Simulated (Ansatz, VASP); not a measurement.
C: VASP beside Ansatz

INCAR

```
SYSTEM = C
ALGO = Normal
EDIFF = 1E-6
ENCUT = 520
GGA = PS
ISIF = 2
ISMEAR = 0
LASPH = .TRUE.
LCHARG = .FALSE.
LREAL = .FALSE.
LWAVE = .FALSE.
NBANDS = 11
NELM = 80
PREC = Accurate
SIGMA = 0.05
```

File KPOINTS:

```
k-points
0
G
  15 15 15
  0 0 0
```

POSCAR

```
C
1.0
    1.2587270051      0.7267263753      3.5143613814
   -1.2587270051      0.7267263753      3.5143613814
    0.0000000000     -1.4534527505      3.5143613814
C
2
Direct
    0.1640000000      0.1640000000      0.1640000000
    0.8360000000      0.8360000000      0.8360000000
```

Input for Ansatz:

```yaml
crystal:
  lattice:
    - [1.2587270051, 0.7267263753, 3.5143613814]
    - [-1.2587270051, 0.7267263753, 3.5143613814]
    - [0.0, -1.4534527505, 3.5143613814]
  atoms:
    - { symbol: C, position: [0.164, 0.164, 0.164] }
    - { symbol: C, position: [0.836, 0.836, 0.836] }
basis:
  ecutwfc: 420
kpoints:
  mp_grid: { grid: [15, 15, 15] }
hamiltonian:
  xc: pbesol
scf:
  occupations: { method: gaussian, width: 0.05 }
output:
  forces: true
  stress: true
  eigenvalues: true
```

Change from the starting cell: strain +0.025 along x and y, +0.050 along z, atoms carried along.

Alike in both runs: task single point; functional PBEsol; k mesh 15 × 15 × 15; occupations gaussian, width 0.05 eV; no spin polarisation.

|  | VASP | Ansatz |
| --- | --- | --- |
| version | VASP 6.6.1 | Ansatz 0.2.0 |
| potentials or method | VASP PAW PBE potentials, release 64 (C), cutoff 520 eV | scalar-relativistic, plane waves, PAW |
| valence electrons in the cell | 8 | 8 |

Ansatz gave:

| Property | Result |
| --- | --- |
| gap on the k mesh at the Fermi level (eV) | 0.60 |
| least direct gap on the mesh (eV) | 0.60 |
| pressure (GPa) | -17.1 |
| traceless stress, the component that is largest in VASP (GPa) | 16.91 |
| rms of the force components (eV/Å) | 0.534 |

Question: What did VASP give for the same quantities?

Answer: gap on the k mesh at the Fermi level (eV): 0.60; least direct gap on the mesh (eV): 0.60; pressure (GPa): -16.5; traceless stress, the component that is largest in VASP (GPa): 16.28; rms of the force components (eV/Å): 0.532.

VASP's potentials were made for PBE, not for PBEsol. Atom by atom the forces differ by 0.002 eV/Å (rms over components).
